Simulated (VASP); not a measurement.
A run of VASP 6.6.1 is set up as follows.

File INCAR:

```
SYSTEM = Ir
ALGO = Normal
EDIFF = 1E-6
ENCUT = 500
GGA = PE
GGA_COMPAT = .FALSE.
ISIF = 2
ISMEAR = 1
LASPH = .TRUE.
LCHARG = .FALSE.
LREAL = .FALSE.
LWAVE = .FALSE.
NBANDS = 16
NELM = 120
PREC = Accurate
SIGMA = 0.1
```

Contents of KPOINTS:

```
k-points
0
G
  7 7 7
  0 0 0
```

POSCAR

```
Ir
1.0
    0.0000000000      2.6490572273      2.6490572273
    2.6490572273      0.0000000000      2.6490572273
    2.6490572273      2.6490572273      0.0000000000
Ir
2
Direct
    1.0000000000      1.0000000000      1.0000000000
    0.2500000000      0.2500000000      0.2500000000
```

Potentials or basis: VASP PAW PBE potentials, release 64 (Ir).

Command:

```console
$ cat potpaw_PBE.64/Ir/POTCAR > POTCAR
$ mpirun -np 1 vasp_std > vasp.out
```

(1) Estimate the pressure.

(2) Estimate the band gap on the k mesh.

Results:

(1) 38.3 GPa.

(2) zero (bands 9 and 10 overlap by 1.61 eV).

Caveat: the cell stands under pressure; spin-orbit coupling is left out, which moves the levels of the heavy elements.
